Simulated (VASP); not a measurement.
TePb: elastic constants with LDA

The system is TePb.

```xyz
2
Lattice="4.0023 0.0000 0.0000 0.0000 4.0023 0.0000 0.0000 0.0000 4.0023" Properties=species:S:1:pos:R:3 pbc="T T T"
Pb    0.0000    0.0000    0.0000
Te    2.0011    2.0011    2.0011
```

```json
{"Program": "VASP 6.6.1", "Task": "elastic constants", "Functional": "LDA", "Potentials or basis": "VASP PAW LDA potentials, release 64 (Pb_d, Te)", "Cutoff": "600 eV", "k mesh": "5 × 5 × 5", "Occupations": "fermi-dirac, width 0.05 eV", "Spin": "no spin polarisation", "Dipole correction": "no", "Ions in elastic constants": "relaxed", "Further INCAR settings": "ALGO = Normal; EDIFF = 1e-08; NBANDS = 17; IBRION = 6; POTIM = 0.015; NSW = 1; ISIF = 3"}
```

```json
{
 "Elastic constants C11, C12, C44": "35, 39, 16 GPa",
 "Voigt bulk modulus": "38 GPa",
 "Highest phonon frequency at Γ, LO-TO splitting left out": "0 cm⁻¹",
 "Most unstable mode": "44i cm⁻¹"
}
```

Phonon frequencies in cm⁻¹ (negative: imaginary):
```csv
q point,frequencies
"(0.000, 0.000, 0.000)",-44 -44 -44 0 0 0
```

Elastic tensor in Voigt notation (GPa, in the Cartesian axes of the cell as first typed):
```
35 39 39  0  0  0
39 35 39  0  0  0
39 39 35  0  0  0
 0  0  0 16  0  0
 0  0  0  0 16  0
 0  0  0  0  0 16
```

Clamped-ion elastic tensor (GPa):
```
35 39 39  0  0  0
39 35 39  0  0  0
39 39 35  0  0  0
 0  0  0 16  0  0
 0  0  0  0 16  0
 0  0  0  0  0 16
```

It took 4.7 min on 1 thread of Intel Xeon 8259CL, on a shared host, peak memory 0.24 GiB.

Caveat: the cell is under stress, which shifts elastic constants; some modes are imaginary; the elastic tensor has a negative eigenvalue, so either the cell is unstable as it stands or the mesh is too thin.
